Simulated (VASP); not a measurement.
# Bi (R-3m) in VASP: single point with PBEsol

Aim: the single point of Bi with PBEsol.

Everything below comes from runs of VASP 6.6.1. Logs are shortened: lines on timing, memory, paths and dates and some standing lists are left out, and cuts for length are marked.

## Step 1: The cell of the first run

The structure is trigonal, space group R-3m (No. 166). Conventional cell: a = 3.458 Å, b = 3.458 Å, c = 26.139 Å, α = 90.00°, β = 90.00°, γ = 120.00°. Within 4.5 Å of Bi (site symmetry -3m) lie 12 Bi at 3.46 to 3.55 Å. Bi (site symmetry 3m) has 12 Bi at 3.46 to 3.55 Å within 4.5 Å.

## Step 2: Single point, PBEsol

INCAR reads:

```
PREC     = Accurate       # precision mode
ENCUT    = 520            # plane-wave cutoff, eV
EDIFF    = 1E-7           # SCF threshold, eV
ISMEAR   = 0              # smearing method
SIGMA    = 0.1            # smearing width, eV
LREAL    = F              # projectors in reciprocal space
LASPH    = T              # aspherical terms in the spheres
NELM     = 100            # most SCF steps
ALGO     = Fast           # electronic algorithm
ISIF     = 2              # what is computed and relaxed
LWAVE    = F              # write WAVECAR
LCHARG   = F              # write CHGCAR
GGA      = PS             # functional
NBANDS   = 30             # bands
```

KPOINTS reads:

```
Automatic mesh
0
Gamma
  15 15 15
```

POSCAR reads:

```
Bi
1.0
    1.7290301302      0.9982560111      8.7131640878
   -1.7290301302      0.9982560111      8.7131640878
    0.0000000000     -1.9965120223      8.7131640878
Bi
3
Direct
    0.0000000000      0.0000000000      0.0000000000
    0.2210692052      0.2210692052      0.2210692052
    0.7789307948      0.7789307948      0.7789307948
```

Potentials or basis: VASP PAW PBE potentials, release 64 (Bi_d).

Started as:

```console
$ cat potpaw_PBE.64/Bi_d/POTCAR > POTCAR
$ mpirun -np 1 vasp_std > vasp.out
```

OUTCAR:

```text
PREC = Accurate
   ENCUT = 520
   EDIFF = 1E-7
   ISMEAR = 0
   LREAL = F
   LASPH = T
   NELM = 100
   ISIF = 2
   GGA = PS

 ion  position               nearest neighbor table
   1  0.000  0.000  0.000-   3 3.55   3 3.55   2 3.55   2 3.55   3 3.55   2 3.55
   2  0.221  0.221  0.221-   3 3.47   3 3.47   3 3.47   1 3.55   1 3.55   1 3.55
   3  0.779  0.779  0.779-   2 3.47   2 3.47   2 3.47   1 3.55   1 3.55   1 3.55

  LATTYP: Found a trigonal (rhomboedric) cell.
 ALAT       =     8.9389758181
 COS(alpha) =     0.9251727829

  Lattice vectors:

 A1 = (   1.7290301302,   0.9982560111,   8.7131640878)
 A2 = (  -1.7290301302,   0.9982560111,   8.7131640878)
 A3 = (   0.0000000000,  -1.9965120223,   8.7131640878)

Analysis of symmetry for initial positions (statically):
=====================================================================
 Subroutine PRICEL returns:
 Original cell was already a primitive cell.

 Routine SETGRP: Setting up the symmetry group for a
 trigonal (rhombohedral) supercell.

 Subroutine GETGRP returns: Found 12 space group operations
 (whereof 12 operations were pure point group operations)
 out of a pool of 12 trial point group operations.

The static configuration has the point symmetry D_3d.

Analysis of symmetry for dynamics (positions and initial velocities):
=====================================================================
 Subroutine PRICEL returns:
 Original cell was already a primitive cell.

 Routine SETGRP: Setting up the symmetry group for a
 trigonal (rhombohedral) supercell.

 Subroutine GETGRP returns: Found 12 space group operations
 (whereof 12 operations were pure point group operations)
 out of a pool of 12 trial point group operations.

The dynamic configuration has the point symmetry D_3d.

 Subroutine INISYM returns: Found 12 space group operations
 (whereof 12 operations are pure point group operations),
 and found     1 'primitive' translations

----------------------------------------------------------------------------------------

                                     Primitive cell

  volume of cell :      90.2343

  direct lattice vectors                    reciprocal lattice vectors
     1.729030130  0.998256011  8.713164088     0.289179460  0.166957839  0.038256290
    -1.729030130  0.998256011  8.713164088    -0.289179460  0.166957839  0.038256290
     0.000000000 -1.996512022  8.713164088     0.000000000 -0.333915679  0.038256290

  length of vectors
     8.938975818  8.938975818  8.938975818     0.336100021  0.336100021  0.336100021

  position of ions in fractional coordinates (direct lattice)
     0.000000000  0.000000000  0.000000000
     0.221069205  0.221069205  0.221069205
     0.778930795  0.778930795  0.778930795

  ion indices of the primitive-cell ions
   primitive index   ion index
                 1           1
                 2           2
                 3           3

----------------------------------------------------------------------------------------

 KPOINTS: Automatic mesh

Automatic generation of k-mesh.
 Grid dimensions read from file:
 generate k-points for:   15   15   15

 Generating k-lattice:

  Cartesian coordinates                     Fractional coordinates (reciprocal lattice)
     0.019278631  0.011130523  0.002550419     0.066666667  0.000000000  0.000000000
    -0.019278631  0.011130523  0.002550419     0.000000000  0.066666667  0.000000000
     0.000000000 -0.022261045  0.002550419    -0.000000000 -0.000000000  0.066666667

  Length of vectors
     0.022406668  0.022406668  0.022406668

  Shift w.r.t. Gamma in fractional coordinates (k-lattice)
     0.000000000  0.000000000  0.000000000

 Subroutine IBZKPT returns following result:
 ===========================================

 Found    344 irreducible k-points:

 Following reciprocal coordinates:
            Coordinates               Weight
  0.000000  0.000000  0.000000      1.000000
  0.066667  0.000000 -0.000000      6.000000
  0.133333  0.000000  0.000000      6.000000
  0.200000  0.000000 -0.000000      6.000000
  0.266667  0.000000  0.000000      6.000000
  0.333333  0.000000 -0.000000      6.000000
[... 16 lines left out ...]
  0.133333  0.133333  0.000000      6.000000
  0.200000  0.133333 -0.000000     12.000000
 [... further k-points ...]
   k-points           NKPTS =    344   k-points in BZ     NKDIM =    344   number of bands    NBANDS=     30
   number of dos      NEDOS =    301   number of ions     NIONS =      3
   total plane-waves  NPLWV = 343000
   dimension x,y,z NGX =    70 NGY =   70 NGZ =   70
   dimension x,y,z NGXF=   140 NGYF=  140 NGZF=  140
   ions per type =               3
   NGX,Y,Z   is equivalent  to a cutoff of  13.02, 13.02, 13.02 a.u.
   NGXF,Y,Z  is equivalent  to a cutoff of  26.04, 26.04, 26.04 a.u.
 SYSTEM =  unknown system
   PREC   = accura    normal or accurate (medium, high low for compatibility)
   ISTART =      0    job   : 0-new  1-cont  2-samecut
   ICHARG =      2    charge: 1-file 2-atom 10-const
   ISPIN  =      1    spin polarized calculation?
   LNONCOLLINEAR =      F non collinear calculations
   LSORBIT =      F    spin-orbit coupling
   LASPH  =      T    aspherical Exc in radial PAW
   ENCUT  =  520.0 eV  38.22 Ry    6.18 a.u.  16.62 16.62 16.62*2*pi/ulx,y,z
   NELM   =    100;   NELMIN=  2; NELMDL= -5     # of ELM steps
   EDIFF  = 0.1E-06   stopping-criterion for ELM
   LREAL  =      F    real-space projection
   EDIFFG = 0.1E-05   stopping-criterion for IOM
   NSW    =      0    number of steps for IOM
   IBRION =     -1    ionic relax: 0-MD 1-quasi-New 2-CG
   NFREE  =      0    steps in history (QN), initial steepest desc. (CG)
   ISIF   =      2    stress and relaxation
   ISYM   =      2    0-nonsym 1-usesym 2-fastsym
   POTIM  = 0.5000    time-step for ionic-motion
   TEBEG  =    0.0;   TEEND  =   0.0 temperature during run
   PSTRESS=    0.0 pullay stress
   NELECT =      45.0000    total number of electrons
   NUPDOWN=      -1.0000    fix difference up-down
   EMIN   =  10.00;   EMAX   =-10.00  energy-range for DOS
   EFERMI =   0.00;   METHOD = LEGACY
   ISMEAR =     0;   SIGMA  =   0.10  broadening in eV -4-tet -1-fermi 0-gaus
   EFERMI_NEDOS =   21; number of points for ismear=-14 and -15
   IALGO  =     68    algorithm
   IMIX   =      4    mixing-type and parameters
     AMIX     =   0.40;   BMIX     =  1.00
     AMIX_MAG =   1.60;   BMIX_MAG =  1.00
  volume/ion in A,a.u.               =      30.08       202.98
  Fermi-wavevector in a.u.,A,eV,Ry     =   1.298240  2.453319 22.931642  1.685428
  Thomas-Fermi vector in A             =   2.429581
   LORBIT       =      0    0 simple, 1 ext, 2 COOP (PROOUT), +10 PAW based schemes
   GGA     = PS    functional components
   LHFCALC =     F    Hartree Fock is set to
   AEXX    =    0.0000 exact exchange contribution
   IVDW    =     0    specifies the selected vdW correction
   LEPSILON=     F    determine dielectric tensor
   LRPA    =     F    only Hartree local field effects (RPA)
 non-spin polarized calculation
 RMM-DIIS sequential band-by-band and
 Gauss-broadening in eV      SIGMA  =   0.10
  energy-cutoff  :      520.00
  volume of cell :       90.23
 maximum number of plane-waves:      2459
 NGX is ok and might be reduce to    70
   NGX = 33   NGY = 33   NGZ = 33

 number of electron      45.0000003 magnetization

 Free energy of the ion-electron system (eV)
  ---------------------------------------------------
  ext. energy  EPLUGINS =         0.00000000
  ---------------------------------------------------
  free energy    TOTEN  =       -12.60777575 eV

  energy without entropy =      -12.59870772  energy(sigma->0) =      -12.60324174

 E-fermi :   8.2644     XC(G=0): -10.6030

 val. band max:        8.2635353365   @ k =   0.4667   0.3333   0.2000
 cond. band min:       8.2678424580   @ k =   0.4000   0.4000   0.4000
 fundamental gap:      0.0043071215
 Fermi energy:         8.2643944264

 k-point     1 :       0.0000    0.0000    0.0000
  band No.  band energies     occupation
      1     -14.7943      2.00000
      2     -14.7891      2.00000
      3     -14.7800      2.00000
      4     -14.7800      2.00000
      5     -14.7798      2.00000
      6     -14.7798      2.00000
[... 22 lines left out ...]
     29      16.2807      0.00000
     30      16.9509      0.00000

 k-point     2 :       0.0667    0.0000   -0.0000
  band No.  band energies     occupation
      1     -14.7937      2.00000
      2     -14.7892      2.00000
      3     -14.7808      2.00000
      4     -14.7756      2.00000
      5     -14.7735      2.00000
      6     -14.7730      2.00000
[... 22 lines left out ...]
     29      16.4181      0.00000
     30      16.7996      0.00000

 k-point     3 :       0.1333    0.0000    0.0000
  band No.  band energies     occupation
      1     -14.8027      2.00000
      2     -14.7861      2.00000
      3     -14.7803      2.00000
      4     -14.7615      2.00000
      5     -14.7562      2.00000
      6     -14.7540      2.00000
[... 22 lines left out ...]
     29      15.6607      0.00000
     30      17.2553      0.00000

 k-point     4 :       0.2000    0.0000   -0.0000
  band No.  band energies     occupation
      1     -14.8156      2.00000
      2     -14.7954      2.00000
      3     -14.7690      2.00000
      4     -14.7579      2.00000
      5     -14.7467      2.00000
      6     -14.7413      2.00000
[... 616 lines left out ...]
     29      16.3284      0.00000
     30      16.7354      0.00000

 k-point    23 :       0.1333    0.1333    0.0000
  band No.  band energies     occupation
      1     -14.8024      2.00000
      2     -14.7851      2.00000
      3     -14.7797      2.00000
      4     -14.7637      2.00000
      5     -14.7566      2.00000
      6     -14.7554      2.00000
[... 22 lines left out ...]
     29      15.8638      0.00000
     30      17.0713      0.00000

 k-point    24 :       0.2000    0.1333   -0.0000
  band No.  band energies     occupation
      1     -14.8034      2.00000
      2     -14.7877      2.00000
      3     -14.7760      2.00000
      4     -14.7660      2.00000
      5     -14.7543      2.00000
      6     -14.7407      2.00000
[... 22 lines left out ...]
     29      15.9814      0.00000
     30      16.8538      0.00000

 [... further k-points ...]

------------------------ aborting loop because EDIFF is reached ----------------------------------------

  FORCE on cell =-STRESS in cart. coord.  units (eV):
  Direction    XX          YY          ZZ          XY          YZ          ZX
  --------------------------------------------------------------------------------------
  -------------------------------------------------------------------------------------
  Total       -0.0341765     -0.0341765     -0.0496845      0.0000000      0.0000000     -0.0000000
  in kB       -0.6068299     -0.6068299     -0.8821854      0.0000000      0.0000000     -0.0000000
  external PRESSURE =      -0.6986151 kB  Pullay stress =       0.0000000 kB

 VOLUME and BASIS-vectors are now :
 -----------------------------------------------------------------------------
  energy-cutoff  :      520.00
  volume of cell :       90.23
      direct lattice vectors                 reciprocal lattice vectors
     1.729030130  0.998256011  8.713164088     0.289179460  0.166957839  0.038256290
    -1.729030130  0.998256011  8.713164088    -0.289179460  0.166957839  0.038256290
     0.000000000 -1.996512022  8.713164088     0.000000000 -0.333915679  0.038256290

 POSITION                                       TOTAL-FORCE (eV/Angst)
 -----------------------------------------------------------------------------------
      0.00000      0.00000      0.00000         0.000000     -0.000000     -0.000000
      0.00000     -0.00000      5.77864         0.000000     -0.000000      0.000563
      0.00000     -0.00000     20.36086         0.000000      0.000000     -0.000563
 -----------------------------------------------------------------------------------
    total drift:                                0.000000      0.000000     -0.000000

  FREE ENERGIE OF THE ION-ELECTRON SYSTEM (eV)
  ---------------------------------------------------
  free  energy   TOTEN  =       -12.6077757543 eV

  energy  without entropy=      -12.5987077189  energy(sigma->0) =      -12.60324174
```

Wall time 65 min (1 thread of Intel Xeon 6975P-C (Granite Rapids), shared host); peak memory 1.1 GiB.

What came out:

| Property | Result |
| --- | --- |
| Free energy | -12.6078 eV |
| Pressure | -0.1 GPa |
| Band gap on the k mesh | zero (an odd number of electrons rules out a gap without spin polarisation) |

Levels at points of the mesh, in eV from the Fermi level:
| k point | band 20 | band 21 | band 22 | band 23 | band 24 | band 25 |
| --- | --- | --- | --- | --- | --- | --- |
| (0.00, 0.00, 0.00) | -3.36 | 4.07 | 4.07 | 4.20 | 4.20 | 4.81 |

Caveat: the PAW data sets were made with another functional, which shifts forces and pressure a little; spin-orbit coupling is left out, which moves the levels of the heavy elements.
